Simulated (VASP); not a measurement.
Set up this calculation in VASP 6.6.1, as the native input.

```yaml
Task: electric field gradients
Functional: PBE
Potentials_or_basis: VASP PAW PBE potentials, release 64 (Mg, S)
Cutoff: 520 eV
k_mesh: 10 × 10 × 10
Occupations: fermi-dirac, width 0.03 eV
Spin: no spin polarisation
Dipole_correction: no
Further_INCAR_settings: ALGO = Normal; EDIFF = 1e-08; NBANDS = 11
```

The structure of MgS lies in POSCAR:

```
MgS
1.0
    0.0000000000      2.6016500000      2.6016500000
    2.6016500000      0.0000000000      2.6016500000
    2.6016500000      2.6016500000      0.0000000000
Mg S
1 1
Direct
    0.0133150116      0.0133150116      0.0133150116
    0.5000000000      0.5000000000      0.5000000000
```

This cell differs from its parent crystal: atom 1 (Mg) moved by [0.069282, 0.069282, 0.069282] A.

These files were run (other wordings do the same):

INCAR

```
SYSTEM = MgS
  ALGO = Normal
  EDIFF = 1E-8
  ENCUT = 520
  GGA = PE
  ISIF = 2
  ISMEAR = -1
  LASPH = .TRUE.
  LCHARG = .FALSE.
  LEFG = .TRUE.
  LREAL = .FALSE.
  LWAVE = .FALSE.
  NBANDS = 11
  NELM = 100
  PREC = Accurate
  SIGMA = 0.03
```

KPOINTS

```
k-points
0
G
  10 10 10
  0 0 0
```

Potentials or basis: VASP PAW PBE potentials, release 64 (Mg, S).

Run with:

```console
$ cat potpaw_PBE.64/Mg/POTCAR potpaw_PBE.64/S/POTCAR > POTCAR
$ mpirun -np 1 vasp_std > vasp.out
```

It gave:

| Item | Value |
| --- | --- |
| Pressure | 1.3 GPa |
| Largest force | 0.336 eV/Å |
| Band gap on the k mesh | 2.77 eV, indirect (least direct gap 3.70 eV) |

Caveat: the cell differs from its parent crystal (atom 1 (Mg) moved by [0.069282, 0.069282, 0.069282] A); without QUAD_EFG the Cq values of the log hold for a quadrupole moment of 1 mb, not for the nuclei.

Run time: 26 s on 1 thread of Intel(R) Xeon(R) Platinum 8559C (Emerald Rapids), on a shared host, peak memory 0.18 GiB.
